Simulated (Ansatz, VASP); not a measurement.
## BaTiO3, level by level in two programs

```
Ba Ti O
1.0
     4.07825    0.00000    0.00000
     0.00000    4.07825    0.00000
     0.00000    0.00000    4.09680
Ba Ti O
1 1 3
Direct
  0.00000 0.00000 0.00000
  0.50000 0.50000 0.49000
  0.00000 0.50000 0.51700
  0.50000 0.00000 0.51700
  0.50000 0.50000 0.01900
```

Single points on this cell with VASP 6.6.1 and Ansatz 0.2.0. Each row is one pair of runs. Alike in all rows: spin: off; k mesh: 7 × 7 × 7; smearing: fermi-dirac, width 0.05 eV.

```csv
level,"VASP's potentials, cutoff","Ansatz's potentials, cutoff","gap on the k mesh at the Fermi level (eV), VASP","gap on the k mesh at the Fermi level (eV), Ansatz","least direct gap on the mesh (eV), VASP","least direct gap on the mesh (eV), Ansatz","rms of the force components (eV/Å), VASP","rms of the force components (eV/Å), Ansatz"
BLYP+D4,"VASP PAW PBE potentials, release 64 (Ba_sv, Ti_sv, O), 520 eV","Ansatz PAW, 420 eV",1.76,1.81,1.99,2.02,0.176,0.196
revPBE+D4,"VASP PAW PBE potentials, release 64 (Ba_sv, Ti_sv, O), 520 eV","Ansatz PAW, 420 eV",1.77,1.82,2.00,2.03,0.202,0.209
revPBE+D3(BJ),"VASP PAW PBE potentials, release 64 (Ba_sv, Ti_sv, O), 520 eV","Ansatz PAW, 420 eV",1.77,1.82,2.00,2.03,0.193,0.200
revPBE,"VASP PAW PBE potentials, release 64 (Ba_sv, Ti_sv, O_h), 910 eV","Ansatz PAW, 420 eV",1.77,1.82,2.00,2.03,0.196,0.199
PBE+D3(BJ),"VASP PAW PBE potentials, release 64 (Ba_sv, Ti_sv, O_h), 910 eV","Ansatz PAW, 420 eV",1.74,1.80,1.98,2.00,0.195,0.202
PBE,"VASP PAW PBE potentials, release 64 (Ba_sv, Ti_sv, O_h), 910 eV","Ansatz PAW earlier set, 930 eV",1.74,1.79,1.98,2.00,0.195,0.201
```

Gap on the k mesh at the fermi level (eV): the two programs differ by at most 0.058; least direct gap on the mesh (eV): the two programs differ by at most 0.028; rms of the force components (eV/Å): the two programs differ by at most 0.0197.

Neither program's run includes spin-orbit coupling. Noted on VASP's runs: the cutoff is short for stress, so the pressure is rough. Noted on Ansatz's runs: odd divisions of the mesh miss points on the zone boundary, where band edges often lie, so the gap on the mesh can be too wide.
